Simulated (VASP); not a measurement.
The system is MgS.

```
S Mg
1.0
     0.00000    2.83312    2.83312
     2.83312    0.00000    2.83312
     2.83312    2.83312    0.00000
S Mg
1 1
Cartesian
  1.4166 1.4166 1.4166
  0.0000 0.0000 0.0000
```

Base run:

```yaml
Program: VASP 6.6.1
Functional: PBE0
Potentials_or_basis: VASP PAW PBE potentials, release 64 (S, Mg)
Cutoff: 520 eV
k_mesh: 6 × 6 × 6
Occupations: fermi-dirac, width 0.05 eV
Spin: no spin polarisation
```

Its results: band gap on the k mesh 5.19 eV, direct; pressure -0.4 GPa.

The run is repeated on the same cell with these changes: functional from PBE0 to PBE. What comes out?

Band gap on the k mesh 3.45 eV, direct; pressure 0.8 GPa.

PBE0 gives the wider gap, since exact exchange removes part of the self-interaction.

Caveats: the PAW data sets were made with another functional, which shifts forces and pressure a little (some runs).

A k mesh can miss the band edges.
